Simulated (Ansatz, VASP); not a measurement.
Ir: VASP beside Ansatz

```
CELL_PARAMETERS angstrom
2.97149 0.00000 0.00000
-1.48574 2.57338 0.00000
0.00000 0.00000 4.46229
ATOMIC_POSITIONS crystal
Ir 0.66667 0.33333 0.75000
Ir 0.33333 0.66667 0.25000
```

Change from the starting cell: strain +0.080 along x and y, +0.000 along z, atoms carried along.

Alike in both runs: task single point; functional r2SCAN; k mesh 18 × 18 × 12; occupations gaussian, width 0.15 eV; no spin polarisation.

```csv
,VASP,Ansatz
version,VASP 6.6.1,Ansatz 0.2.0
potentials or method,"VASP PAW PBE potentials, release 64 (Ir), cutoff 520 eV","scalar-relativistic, plane waves, PAW"
valence electrons in the cell,18,34
```

```tsv
	VASP	Ansatz	Ansatz less VASP
gap on the k mesh at the Fermi level (eV)	none	none	-
pressure (GPa)	-39.3	-40.4	-1.08
traceless stress, the component that is largest in VASP (GPa)	5.76	5.62	-0.136
```

VASP's potentials were made for PBE, not for r2SCAN. A gap of «none» marks a metal or a gap that the smearing closes. Both programs put the cell under strong tension, so it lies far from rest at this level. VASP's potentials hold 18 valence electrons a cell and Ansatz's 34, so a difference there can come from the potentials and not from the codes.

Spin-orbit coupling is off throughout. Noted on VASP's run: the cell as given lies far from equilibrium.
